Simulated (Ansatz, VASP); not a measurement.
# PbSe: VASP beside Ansatz

```
CELL_PARAMETERS angstrom
3.78432 0.00000 0.00000
0.00000 3.78432 0.00000
0.00000 0.00000 3.78432
ATOMIC_POSITIONS crystal
Pb 0.00000 0.00000 0.00000
Se 0.50000 0.50000 0.50000
```

Alike in both runs: task relaxation of cell and atoms; functional PBEsol; dispersion D3(BJ); k mesh 7 × 7 × 7; occupations fermi-dirac, width 0.05 eV; no spin polarisation.

```csv
,VASP,Ansatz
version,VASP 6.6.1,Ansatz 0.2.0
potentials or method,"VASP PAW PBE potentials, release 64 (Pb_d, Se)",Ansatz PAW
plane-wave cutoff (eV),600,420
valence electrons in the cell,20,30
```

|  | VASP | Ansatz | Ansatz less VASP |
| --- | --- | --- | --- |
| gap on the k mesh at the Fermi level, each at its own relaxed structure (eV) | none | none | - |
| relaxed volume (Å³/atom) | 24.31 | 24.29 | -0.021 |
| relaxed cell length with the largest relative difference (Å) | 3.650 | 3.649 | -0.0010 |

VASP's potentials were made for PBE, not for PBEsol. A gap of «none» marks a metal or a gap that the smearing closes. VASP's potentials hold 20 valence electrons a cell and Ansatz's 30, so a difference there can come from the potentials and not from the codes.

Spin-orbit coupling is off throughout. Noted on Ansatz's run: the plane-wave basis is chosen anew once the cell has moved, so the energies of steps on either side of that aren't comparable.
